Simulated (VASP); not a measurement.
# Sr (P6_3/mmc) in VASP: notebook

The runs below take Sr through single point, with LDA.

Everything below comes from runs of VASP 6.6.1. Logs are shortened: lines on timing, memory, paths and dates and some standing lists are left out, and cuts for length are marked.

## 1. The cell of the first run

It takes space group P6_3/mmc (No. 194, hexagonal). The conventional cell has a = 4.103 Å, b = 4.103 Å, c = 13.421 Å, α = 90.00°, β = 90.00°, γ = 120.00°. Sr (site symmetry -3m) has 12 Sr at 4.10 to 4.11 Å within 5.4 Å. Within 5.4 Å of Sr (site symmetry -6m2) lie 12 Sr at 4.10 to 4.11 Å.

## 2. Single point, LDA

INCAR reads:

```
PREC = Accurate ; ENCUT = 520
EDIFF = 1E-7 ; ISMEAR = -1
SIGMA = 0.1 ; LREAL = F
LASPH = T ; NELM = 60
ALGO = Normal ; ISIF = 2
LWAVE = F ; LCHARG = F
NBANDS = 28
```

KPOINTS reads:

```
Automatic mesh
0
Gamma
  10 10 3
```

POSCAR reads:

```
Sr
1.0
    4.1028774951      0.0000000000      0.0000000000
   -2.0514387475      3.5531961394      0.0000000000
    0.0000000000      0.0000000000     13.4207405108
Sr
4
Direct
    0.0000000000      0.0000000000      1.0000000000
    0.0000000000      0.0000000000      0.5000000000
    0.3333333333      0.6666666667      0.2500000000
    0.6666666667      0.3333333333      0.7500000000
```

Potentials or basis: VASP PAW LDA potentials, release 64 (Sr_sv).

Started as:

```
$ cat potpaw_LDA.64/Sr_sv/POTCAR > POTCAR
$ mpirun -np 1 vasp_std > vasp.out
```

OUTCAR:

```text
PREC = Accurate
   ENCUT = 520
   EDIFF = 1E-7
   ISMEAR = -1
   LREAL = F
   LASPH = T
   NELM = 60
   ISIF = 2

 ion  position               nearest neighbor table
   1  0.000  0.000  0.000-   3 4.11   4 4.11   3 4.11   4 4.11   4 4.11   3 4.11
   2  0.000  0.000  0.500-   3 4.11   4 4.11   3 4.11   4 4.11   4 4.11   3 4.11
   3  0.333  0.667  0.250-   1 4.11   2 4.11   1 4.11   2 4.11   1 4.11   2 4.11
   4  0.667  0.333  0.750-   1 4.11   2 4.11   1 4.11   2 4.11   1 4.11   2 4.11

  LATTYP: Found a hexagonal cell.
 ALAT       =     4.1028774951
 C/A-ratio  =     3.2710556254

  Lattice vectors:

 A1 = (   4.1028774951,   0.0000000000,   0.0000000000)
 A2 = (  -2.0514387475,   3.5531961394,   0.0000000000)
 A3 = (   0.0000000000,   0.0000000000,  13.4207405108)

Analysis of symmetry for initial positions (statically):
=====================================================================
 Subroutine PRICEL returns:
 Original cell was already a primitive cell.

 Routine SETGRP: Setting up the symmetry group for a
 hexagonal supercell.

 Subroutine GETGRP returns: Found 24 space group operations
 (whereof 12 operations were pure point group operations)
 out of a pool of 24 trial point group operations.

The static configuration has the point symmetry D_3d.
 The point group associated with its full space group is D_6h.

Analysis of symmetry for dynamics (positions and initial velocities):
=====================================================================
 Subroutine PRICEL returns:
 Original cell was already a primitive cell.

 Routine SETGRP: Setting up the symmetry group for a
 hexagonal supercell.

 Subroutine GETGRP returns: Found 24 space group operations
 (whereof 12 operations were pure point group operations)
 out of a pool of 24 trial point group operations.

The dynamic configuration has the point symmetry D_3d.
 The point group associated with its full space group is D_6h.

 Subroutine INISYM returns: Found 24 space group operations
 (whereof 12 operations are pure point group operations),
 and found     1 'primitive' translations

----------------------------------------------------------------------------------------

                                     Primitive cell

  volume of cell :     195.6520

  direct lattice vectors                    reciprocal lattice vectors
     4.102877495  0.000000000  0.000000000     0.243731381  0.140718379  0.000000000
    -2.051438748  3.553196139  0.000000000     0.000000000  0.281436757  0.000000000
     0.000000000  0.000000000 13.420740511     0.000000000  0.000000000  0.074511537

  length of vectors
     4.102877495  4.102877495 13.420740511     0.281436757  0.281436757  0.074511537

  position of ions in fractional coordinates (direct lattice)
     0.000000000  0.000000000  0.000000000
     0.000000000  0.000000000  0.500000000
     0.333333333  0.666666667  0.250000000
     0.666666667  0.333333333  0.750000000

  ion indices of the primitive-cell ions
   primitive index   ion index
                 1           1
                 2           2
                 3           3
                 4           4

----------------------------------------------------------------------------------------

 KPOINTS: Automatic mesh

Automatic generation of k-mesh.
 Grid dimensions read from file:
 generate k-points for:   10   10    3

 Generating k-lattice:

  Cartesian coordinates                     Fractional coordinates (reciprocal lattice)
     0.024373138  0.014071838  0.000000000     0.100000000 -0.000000000  0.000000000
     0.000000000  0.028143676  0.000000000     0.000000000  0.100000000  0.000000000
     0.000000000  0.000000000  0.024837179     0.000000000  0.000000000  0.333333333

  Length of vectors
     0.028143676  0.028143676  0.024837179

  Shift w.r.t. Gamma in fractional coordinates (k-lattice)
     0.000000000  0.000000000  0.000000000

 Subroutine IBZKPT returns following result:
 ===========================================

 Found     28 irreducible k-points:

 Following reciprocal coordinates:
            Coordinates               Weight
  0.000000  0.000000  0.000000      1.000000
  0.100000  0.000000  0.000000      6.000000
  0.200000  0.000000  0.000000      6.000000
  0.300000  0.000000  0.000000      6.000000
  0.400000  0.000000  0.000000      6.000000
  0.500000  0.000000  0.000000      3.000000
[... 16 lines left out ...]
  0.300000  0.100000  0.333333     24.000000
  0.400000  0.100000  0.333333     24.000000
 [... further k-points ...]
   k-points           NKPTS =     28   k-points in BZ     NKDIM =     28   number of bands    NBANDS=     28
   number of dos      NEDOS =    301   number of ions     NIONS =      4
   total plane-waves  NPLWV = 102400
   dimension x,y,z NGX =    32 NGY =   32 NGZ =  100
   dimension x,y,z NGXF=    64 NGYF=   64 NGZF=  200
   ions per type =               4
   NGX,Y,Z   is equivalent  to a cutoff of  12.97, 12.97, 12.39 a.u.
   NGXF,Y,Z  is equivalent  to a cutoff of  25.93, 25.93, 24.77 a.u.
 SYSTEM =  unknown system
   PREC   = accura    normal or accurate (medium, high low for compatibility)
   ISTART =      0    job   : 0-new  1-cont  2-samecut
   ICHARG =      2    charge: 1-file 2-atom 10-const
   ISPIN  =      1    spin polarized calculation?
   LNONCOLLINEAR =      F non collinear calculations
   LSORBIT =      F    spin-orbit coupling
   LASPH  =      T    aspherical Exc in radial PAW
   ENCUT  =  520.0 eV  38.22 Ry    6.18 a.u.   7.63  7.63 24.95*2*pi/ulx,y,z
   NELM   =     60;   NELMIN=  2; NELMDL= -5     # of ELM steps
   EDIFF  = 0.1E-06   stopping-criterion for ELM
   LREAL  =      F    real-space projection
   EDIFFG = 0.1E-05   stopping-criterion for IOM
   NSW    =      0    number of steps for IOM
   IBRION =     -1    ionic relax: 0-MD 1-quasi-New 2-CG
   NFREE  =      0    steps in history (QN), initial steepest desc. (CG)
   ISIF   =      2    stress and relaxation
   ISYM   =      2    0-nonsym 1-usesym 2-fastsym
   POTIM  = 0.5000    time-step for ionic-motion
   TEBEG  =    0.0;   TEEND  =   0.0 temperature during run
   PSTRESS=    0.0 pullay stress
   NELECT =      40.0000    total number of electrons
   NUPDOWN=      -1.0000    fix difference up-down
   EMIN   =  10.00;   EMAX   =-10.00  energy-range for DOS
   EFERMI =   0.00;   METHOD = LEGACY
   ISMEAR =    -1;   SIGMA  =   0.10  broadening in eV -4-tet -1-fermi 0-gaus
   EFERMI_NEDOS =   21; number of points for ismear=-14 and -15
   IALGO  =     38    algorithm
   IMIX   =      4    mixing-type and parameters
     AMIX     =   0.40;   BMIX     =  1.00
     AMIX_MAG =   1.60;   BMIX_MAG =  1.00
  volume/ion in A,a.u.               =      48.91       330.08
  Fermi-wavevector in a.u.,A,eV,Ry     =   0.964421  1.822492 12.654892  0.930108
  Thomas-Fermi vector in A             =   2.094051
   LORBIT       =      0    0 simple, 1 ext, 2 COOP (PROOUT), +10 PAW based schemes
   GGA     = CA    functional components
   LHFCALC =     F    Hartree Fock is set to
   AEXX    =    0.0000 exact exchange contribution
   IVDW    =     0    specifies the selected vdW correction
   LEPSILON=     F    determine dielectric tensor
   LRPA    =     F    only Hartree local field effects (RPA)
 non-spin polarized calculation
  energy-cutoff  :      520.00
  volume of cell :      195.65
 maximum number of plane-waves:      5312
 NGX is ok and might be reduce to    32
   NGX = 15   NGY = 15   NGZ = 49

 number of electron      39.9999999 magnetization

 Free energy of the ion-electron system (eV)
  ---------------------------------------------------
  ext. energy  EPLUGINS =         0.00000000
  ---------------------------------------------------
  free energy    TOTEN  =        -7.65588639 eV

  energy without entropy =       -7.48866644  energy(sigma->0) =       -7.57227641

 E-fermi :   1.8217     XC(G=0):  -7.9319

 val. band max:        1.8090773955   @ k =   0.3000   0.3000   0.3333
 cond. band min:       1.8421327182   @ k =   0.4000   0.0000   0.0000
 fundamental gap:      0.0330553227
 Fermi energy:         1.8217175785

 k-point     1 :       0.0000    0.0000    0.0000
  band No.  band energies     occupation
      1     -34.3940      2.00000
      2     -34.3818      2.00000
      3     -34.3813      2.00000
      4     -34.3691      2.00000
      5     -16.6517      2.00000
      6     -16.5049      2.00000
[... 20 lines left out ...]
     27       4.1318      0.00000
     28       4.2023      0.00000

 k-point     2 :       0.1000    0.0000    0.0000
  band No.  band energies     occupation
      1     -34.3919      2.00000
      2     -34.3802      2.00000
      3     -34.3797      2.00000
      4     -34.3681      2.00000
      5     -16.6420      2.00000
      6     -16.5078      2.00000
[... 20 lines left out ...]
     27       4.1975      0.00000
     28       4.2430      0.00000

 k-point     3 :       0.2000    0.0000    0.0000
  band No.  band energies     occupation
      1     -34.3861      2.00000
      2     -34.3760      2.00000
      3     -34.3756      2.00000
      4     -34.3654      2.00000
      5     -16.6153      2.00000
      6     -16.5257      2.00000
[... 20 lines left out ...]
     27       4.1595      0.00000
     28       4.4608      0.00000

 k-point     4 :       0.3000    0.0000    0.0000
  band No.  band energies     occupation
      1     -34.3786      2.00000
      2     -34.3708      2.00000
      3     -34.3704      2.00000
      4     -34.3626      2.00000
      5     -16.5894      2.00000
      6     -16.5767      2.00000
[... 578 lines left out ...]
     27       3.8991      0.00000
     28       4.0034      0.00000

 k-point    23 :       0.3000    0.1000    0.3333
  band No.  band energies     occupation
      1     -34.3732      2.00000
      2     -34.3709      2.00000
      3     -34.3645      2.00000
      4     -34.3622      2.00000
      5     -16.6031      2.00000
      6     -16.5878      2.00000
[... 20 lines left out ...]
     27       3.5432      0.00000
     28       3.7742      0.00000

 k-point    24 :       0.4000    0.1000    0.3333
  band No.  band energies     occupation
      1     -34.3684      2.00000
      2     -34.3669      2.00000
      3     -34.3627      2.00000
      4     -34.3613      2.00000
      5     -16.6305      2.00000
      6     -16.6247      2.00000
[... 20 lines left out ...]
     27       3.3699      0.00000
     28       3.6983      0.00000

 [... further k-points ...]
[... 5 lines left out ...]
  --------------------------------------------------------------------------------------
  -------------------------------------------------------------------------------------
  Total       -0.0489503     -0.0489503     -0.0104097     -0.0000000     -0.0000000      0.0000000
  in kB       -0.4008500     -0.4008500     -0.0852441     -0.0000000     -0.0000000      0.0000000
  external PRESSURE =      -0.2956480 kB  Pullay stress =       0.0000000 kB

 VOLUME and BASIS-vectors are now :
 -----------------------------------------------------------------------------
  energy-cutoff  :      520.00
  volume of cell :      195.65
      direct lattice vectors                 reciprocal lattice vectors
     4.102877495  0.000000000  0.000000000     0.243731381  0.140718379  0.000000000
    -2.051438748  3.553196139  0.000000000     0.000000000  0.281436757  0.000000000
     0.000000000  0.000000000 13.420740511     0.000000000  0.000000000  0.074511537

 POSITION                                       TOTAL-FORCE (eV/Angst)
 -----------------------------------------------------------------------------------
      0.00000      0.00000      0.00000        -0.000000      0.000000      0.000000
      0.00000      0.00000      6.71037        -0.000000      0.000000      0.000000
     -0.00000      2.36880      3.35519         0.000000     -0.000000      0.000000
      2.05144      1.18440     10.06556         0.000000      0.000000     -0.000000
 -----------------------------------------------------------------------------------
    total drift:                               -0.000000      0.000000      0.000000

  FREE ENERGIE OF THE ION-ELECTRON SYSTEM (eV)
  ---------------------------------------------------
  free  energy   TOTEN  =        -7.6558863914 eV

  energy  without entropy=       -7.4886664352  energy(sigma->0) =       -7.57227641
```

Wall time 59 s (1 thread of Intel Xeon 6975P-C (Granite Rapids), shared host); peak memory 0.3 GiB.

What came out:

```
Free energy            : -7.6559 eV
Pressure               : 0.0 GPa
Band gap on the k mesh : zero (band 20 reaches 1.90 eV, above the bottom of band 21 at 1.84 eV)
```

Levels at points of the mesh, in eV from the Fermi level:
| k point | band 17 | band 18 | band 19 | band 20 | band 21 | band 22 | band 23 | band 24 |
| --- | --- | --- | --- | --- | --- | --- | --- | --- |
| (0.00, 0.00, 0.00) | -3.82 | -2.78 | -2.78 | -1.23 | 0.31 | 1.27 | 1.29 | 2.24 |
| (0.50, 0.00, 0.00) | -1.19 | -0.93 | -0.73 | -0.62 | 0.15 | 0.21 | 0.27 | 0.45 |

## 3. Single point, LDA (volume scaled by 1.04)

INCAR reads:

```
SYSTEM = Sr
ALGO = Normal
EDIFF = 1E-6
ENCUT = 520
ISIF = 2
ISMEAR = -1
LASPH = .TRUE.
LCHARG = .FALSE.
LREAL = .FALSE.
LWAVE = .FALSE.
NBANDS = 28
NELM = 100
PREC = Accurate
SIGMA = 0.1
```

KPOINTS reads:

```
k-points
0
G
  10 10 3
  0 0 0
```

POSCAR reads:

```
Sr
1.0
    4.1568689169      0.0000000000      0.0000000000
   -2.0784344584      3.5999540822      0.0000000000
    0.0000000000      0.0000000000     13.5973494547
Sr
4
Direct
    0.0000000000      0.0000000000      1.0000000000
    0.0000000000      0.0000000000      0.5000000000
    0.3333333333      0.6666666667      0.2500000000
    0.6666666667      0.3333333333      0.7500000000
```

Potentials or basis: VASP PAW LDA potentials, release 64 (Sr_sv).

Started as:

```
$ cat potpaw_LDA.64/Sr_sv/POTCAR > POTCAR
$ mpirun -np 1 vasp_std > vasp.out
```

OUTCAR:

```text
SYSTEM = Sr
   EDIFF = 1E-6
   ENCUT = 520
   ISIF = 2
   ISMEAR = -1
   LASPH = .TRUE.
   LREAL = .FALSE.
   NELM = 100
   PREC = Accurate

 ion  position               nearest neighbor table
   1  0.000  0.000  0.000-   3 4.16   4 4.16   3 4.16   4 4.16   4 4.16   3 4.16
   2  0.000  0.000  0.500-   3 4.16   4 4.16   3 4.16   4 4.16   4 4.16   3 4.16
   3  0.333  0.667  0.250-   1 4.16   2 4.16   1 4.16   2 4.16   1 4.16   2 4.16
   4  0.667  0.333  0.750-   1 4.16   2 4.16   1 4.16   2 4.16   1 4.16   2 4.16

  LATTYP: Found a hexagonal cell.
 ALAT       =     4.1568689169
 C/A-ratio  =     3.2710556254

  Lattice vectors:

 A1 = (   4.1568689169,   0.0000000000,   0.0000000000)
 A2 = (  -2.0784344584,   3.5999540822,   0.0000000000)
 A3 = (   0.0000000000,   0.0000000000,  13.5973494547)

Analysis of symmetry for initial positions (statically):
=====================================================================
 Subroutine PRICEL returns:
 Original cell was already a primitive cell.

 Routine SETGRP: Setting up the symmetry group for a
 hexagonal supercell.

 Subroutine GETGRP returns: Found 24 space group operations
 (whereof 12 operations were pure point group operations)
 out of a pool of 24 trial point group operations.

The static configuration has the point symmetry D_3d.
 The point group associated with its full space group is D_6h.

Analysis of symmetry for dynamics (positions and initial velocities):
=====================================================================
 Subroutine PRICEL returns:
 Original cell was already a primitive cell.

 Routine SETGRP: Setting up the symmetry group for a
 hexagonal supercell.

 Subroutine GETGRP returns: Found 24 space group operations
 (whereof 12 operations were pure point group operations)
 out of a pool of 24 trial point group operations.
[... 115 lines left out ...]
   TEBEG  =    0.0;   TEEND  =   0.0 temperature during run
   PSTRESS=    0.0 pullay stress
   NELECT =      40.0000    total number of electrons
   NUPDOWN=      -1.0000    fix difference up-down
   EMIN   =  10.00;   EMAX   =-10.00  energy-range for DOS
   EFERMI =   0.00;   METHOD = LEGACY
   ISMEAR =    -1;   SIGMA  =   0.10  broadening in eV -4-tet -1-fermi 0-gaus
   EFERMI_NEDOS =   21; number of points for ismear=-14 and -15
   IALGO  =     38    algorithm
   IMIX   =      4    mixing-type and parameters
     AMIX     =   0.40;   BMIX     =  1.00
     AMIX_MAG =   1.60;   BMIX_MAG =  1.00
  volume/ion in A,a.u.               =      50.87       343.28
  Fermi-wavevector in a.u.,A,eV,Ry     =   0.951895  1.798820 12.328291  0.906104
  Thomas-Fermi vector in A             =   2.080407
   LORBIT       =      0    0 simple, 1 ext, 2 COOP (PROOUT), +10 PAW based schemes
   GGA     = CA    functional components
   LHFCALC =     F    Hartree Fock is set to
   AEXX    =    0.0000 exact exchange contribution
   IVDW    =     0    specifies the selected vdW correction
   LEPSILON=     F    determine dielectric tensor
   LRPA    =     F    only Hartree local field effects (RPA)
 non-spin polarized calculation
  energy-cutoff  :      520.00
  volume of cell :      203.48
 maximum number of plane-waves:      5553
 NGX is ok and might be reduce to    32
   NGX = 15   NGY = 15   NGZ = 51

 number of electron      40.0000000 magnetization

 Free energy of the ion-electron system (eV)
  ---------------------------------------------------
  ext. energy  EPLUGINS =         0.00000000
  ---------------------------------------------------
  free energy    TOTEN  =        -7.64262819 eV

  energy without entropy =       -7.47145698  energy(sigma->0) =       -7.55704259

 E-fermi :   1.6798     XC(G=0):  -7.8042

 val. band max:        1.6796433219   @ k =   0.3000   0.3000   0.3333
 cond. band min:       1.6984715837   @ k =   0.3000   0.3000   0.0000
 fundamental gap:      0.0188282617
 Fermi energy:         1.6798147425

 k-point     1 :       0.0000    0.0000    0.0000
  band No.  band energies     occupation
      1     -34.6106      2.00000
      2     -34.6004      2.00000
      3     -34.6002      2.00000
      4     -34.5899      2.00000
      5     -16.8411      2.00000
      6     -16.7128      2.00000
[... 733 lines left out ...]
     27       3.2070      0.00000
     28       3.5257      0.00000

 [... further k-points ...]
[... 5 lines left out ...]
  --------------------------------------------------------------------------------------
  -------------------------------------------------------------------------------------
  Total       -0.6688770     -0.6688770     -0.6359714     -0.0000000     -0.0000000      0.0000000
  in kB       -5.2667089     -5.2667089     -5.0076112     -0.0000000     -0.0000000      0.0000000
  external PRESSURE =      -5.1803430 kB  Pullay stress =       0.0000000 kB

 VOLUME and BASIS-vectors are now :
 -----------------------------------------------------------------------------
  energy-cutoff  :      520.00
  volume of cell :      203.48
      direct lattice vectors                 reciprocal lattice vectors
     4.156868917  0.000000000  0.000000000     0.240565681  0.138890660  0.000000000
    -2.078434458  3.599954082  0.000000000     0.000000000  0.277781321  0.000000000
     0.000000000  0.000000000 13.597349455     0.000000000  0.000000000  0.073543745

 POSITION                                       TOTAL-FORCE (eV/Angst)
 -----------------------------------------------------------------------------------
      0.00000      0.00000      0.00000         0.000000      0.000000      0.000000
      0.00000      0.00000      6.79867         0.000000      0.000000      0.000000
     -0.00000      2.39997      3.39934         0.000000     -0.000000     -0.000000
      2.07843      1.19998     10.19801        -0.000000      0.000000      0.000000
 -----------------------------------------------------------------------------------
    total drift:                               -0.000000      0.000000      0.000000

  FREE ENERGIE OF THE ION-ELECTRON SYSTEM (eV)
  ---------------------------------------------------
  free  energy   TOTEN  =        -7.6426281901 eV

  energy  without entropy=       -7.4714569822  energy(sigma->0) =       -7.55704259
```

Wall time 60 s (1 thread of Intel Xeon 6975P-C (Granite Rapids), shared host); peak memory 0.31 GiB.

What came out:

```
Free energy            : -7.6426 eV
Pressure               : -0.5 GPa
Band gap on the k mesh : zero (band 20 reaches 1.77 eV, above the bottom of band 21 at 1.70 eV)
```

Levels at points of the mesh, in eV from the Fermi level:
| k point | band 17 | band 18 | band 19 | band 20 | band 21 | band 22 | band 23 | band 24 |
| --- | --- | --- | --- | --- | --- | --- | --- | --- |
| (0.00, 0.00, 0.00) | -3.77 | -2.76 | -2.76 | -1.21 | 0.24 | 1.25 | 1.27 | 2.20 |
| (0.50, 0.00, 0.00) | -1.18 | -0.90 | -0.74 | -0.60 | 0.14 | 0.23 | 0.28 | 0.39 |
